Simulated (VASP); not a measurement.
Si2Ni, 3 atoms in the cell. It takes space group Fm-3m (No. 225, cubic). Conventional cell: a = 5.391 Å, b = 5.391 Å, c = 5.391 Å, α = 90.00°, β = 90.00°, γ = 90.00°. Si (site symmetry -43m) has 4 Ni at 2.33 Å and 6 Si at 2.70 Å within 3.1 Å. Within 3.1 Å of Ni (site symmetry m-3m) lie 8 Si at 2.33 Å. 

- Program: VASP 6.6.1
- Task: single point
- Functional: PBEsol
- Potentials or basis: VASP PAW PBE potentials, release 64 (Si, Ni)
- Cutoff: 520 eV
- k mesh: 12 × 12 × 12
- Occupations: gaussian, width 0.15 eV
- Spin: no spin polarisation
- Dipole correction: no
- Further INCAR settings: ALGO = Normal; EDIFF = 1e-06; NBANDS = 16

Potentials or basis: VASP PAW PBE potentials, release 64 (Si, Ni).

The run is started by

```console
$ cat potpaw_PBE.64/Si/POTCAR potpaw_PBE.64/Ni/POTCAR > POTCAR
$ mpirun -np 1 vasp_std > vasp.out
```

Hardware: 1 thread of AMD EPYC 7R13, on a shared host.

**Question.** Estimate the wall time of this run.

**Answer.** Run time: 70 s on 1 thread of AMD EPYC 7R13 (shared host), peak memory 0.15 GiB. Counts: scf iterations 14, k points 72.
